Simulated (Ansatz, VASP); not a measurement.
**One calculation of In, two programs**

```
In
1.0
    -1.62615    1.64241    2.47395
     1.62615   -1.64241    2.47395
     1.62615    1.64241   -2.47395
In
1
Direct
  0.00000 0.00000 0.00000
```

Change from the starting cell: strain +0.0100 x Voigt [0, 1, 0, 0, 0, 0], atoms carried along.

Alike in both runs: task single point; functional PBEsol; k mesh 20 × 20 × 20; occupations gaussian, width 0.15 eV; no spin polarisation.

|  | VASP | Ansatz |
| --- | --- | --- |
| version | VASP 6.6.1 | Ansatz 0.2.0 |
| potentials or method | VASP PAW PBE potentials, release 64 (In_d), cutoff 520 eV | scalar-relativistic, plane waves, PAW |
| valence electrons in the cell | 13 | 13 |

|  | VASP | Ansatz | Ansatz less VASP |
| --- | --- | --- | --- |
| gap on the k mesh at the Fermi level (eV) | none | none | - |
| pressure (GPa) | -1.3 | -1.3 | +0.01 |
| traceless stress, the component that is largest in VASP (GPa) | 0.12 | 0.12 | -0.002 |

VASP's potentials were made for PBE, not for PBEsol. A gap of «none» marks a metal or a gap that the smearing closes.
